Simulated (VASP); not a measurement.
H4C2NO: single point with PBE+D3(BJ)

The system is H4C2NO.

```xyz
32
Lattice="5.0693 -2.5083 -0.0703 5.0693 2.5083 -0.0703 -0.3750 0.0000 11.4414" Properties=species:S:1:pos:R:3 pbc="T T T"
H     5.2673   -1.1206    8.7035
H     4.4963   -1.1206    2.5973
H     4.6532   -2.3268    6.8284
H     5.1104   -2.3268    4.4723
H     1.1029    0.2268   10.8453
H     8.6607    0.2268    0.4554
H     6.5817    1.4387    9.7984
H     3.1819    1.4387    1.5024
H     2.1656    0.4228    9.4815
H     7.5980    0.4228    1.8192
H     6.2892    1.0477    5.9843
H     3.4743    1.0477    5.3164
H     7.0150    0.8535    7.5933
H     2.7485    0.8535    3.7075
H     2.0995   -0.1053    6.8056
H     7.6641   -0.1053    4.4952
C     8.9305   -0.1070    9.3550
C     0.8331   -0.1070    1.9458
C     5.2272   -2.2048    8.8583
C     4.5364   -2.2048    2.4425
C     5.2029    2.0478    7.5414
C     4.5607    2.0478    3.7594
C     6.4963    1.5599    6.9325
C     3.2672    1.5599    4.3682
N     3.4061    1.3291    8.8117
N     6.3575    1.3291    2.4891
N     1.2744   -0.0630    9.8396
N     8.4892   -0.0630    1.4611
O     4.3563    0.8960    7.8245
O     5.4072    0.8960    3.4763
O     8.3094    0.5232   10.2735
O     1.4541    0.5232    1.0273
```

This cell differs from its parent crystal: atoms taken out, then relaxed in part.

```json
{
 "Program": "VASP 6.6.1",
 "Task": "single point",
 "Functional": "PBE",
 "Dispersion": "D3(BJ)",
 "Potentials or basis": "VASP PAW PBE potentials, release 64 (H, C, N, O)",
 "Cutoff": "520 eV",
 "k mesh": "4 × 4 × 2",
 "Occupations": "gaussian, width 0.02 eV",
 "Spin": "no spin polarisation"
}
```

| Property | Result |
| --- | --- |
| Pressure | 0.2 GPa |
| Largest force | 0.294 eV/Å |
| Band gap on the k mesh | 3.65 eV (least direct gap 3.70 eV) |
| Dispersion energy per atom | -0.060 eV |

Forces in eV/Å, atoms in the order of the input:
```
H    0.000  0.020 -0.006
H    0.000  0.020  0.006
H   -0.011  0.011 -0.015
H    0.011  0.011  0.015
H    0.007  0.009  0.002
H   -0.007  0.009 -0.002
H   -0.001  0.035  0.000
H    0.001  0.035  0.000
H    0.002  0.003  0.001
H   -0.002  0.003 -0.001
H   -0.002 -0.010 -0.019
H    0.002 -0.010  0.019
H    0.009 -0.012  0.012
H   -0.009 -0.012 -0.012
H    0.016  0.018 -0.003
H   -0.016  0.018  0.003
C    0.131 -0.074 -0.143
C   -0.131 -0.074  0.143
C    0.003  0.019 -0.011
C   -0.003  0.019  0.011
C    0.077  0.079 -0.042
C   -0.077  0.079  0.042
C    0.000 -0.004 -0.004
C    0.000 -0.004  0.004
N   -0.123 -0.040  0.058
N    0.123 -0.040 -0.058
N    0.029 -0.053  0.028
N   -0.029 -0.053 -0.028
O    0.007 -0.148 -0.064
O   -0.007 -0.148  0.064
O   -0.143  0.146  0.212
O    0.143  0.146 -0.212
```

Stress tensor (GPa, compression positive):
```
 0.06  0.00 -0.32
 0.00  0.38  0.00
-0.32  0.00  0.19
```

Levels at points of the mesh, in eV from the valence-band top:
```
           k point  band 43  band 44  band 45  band 46  band 47  band 48  band 49  band 50
(0.00, 0.00, 0.00)    -1.23    -1.12    -0.18    -0.09     3.69     3.85     4.62     4.87
(0.50, 0.00, 0.00)    -1.21    -0.91    -0.14    -0.06     3.98     4.31     5.20     5.39
(0.50, 0.50, 0.00)    -1.05    -0.90    -0.10    -0.09     4.14     4.22     4.82     5.15
(0.00, 0.00, 0.50)    -1.23    -1.13    -0.22    -0.04     3.66     3.81     4.73     4.85
(0.50, 0.00, 0.50)    -1.21    -0.92    -0.17     0.00     3.96     4.31     5.20     5.43
(0.50, 0.50, 0.50)    -1.04    -0.93    -0.14    -0.02     4.06     4.25     4.81     5.11
```

It took 4.8 min on 1 thread of Intel(R) Xeon(R) 6975P-C (Granite Rapids) (shared host), peak memory 0.47 GiB.

Caveat: the cell differs from its parent crystal (atoms taken out, then relaxed in part). A k mesh can miss the band edges.
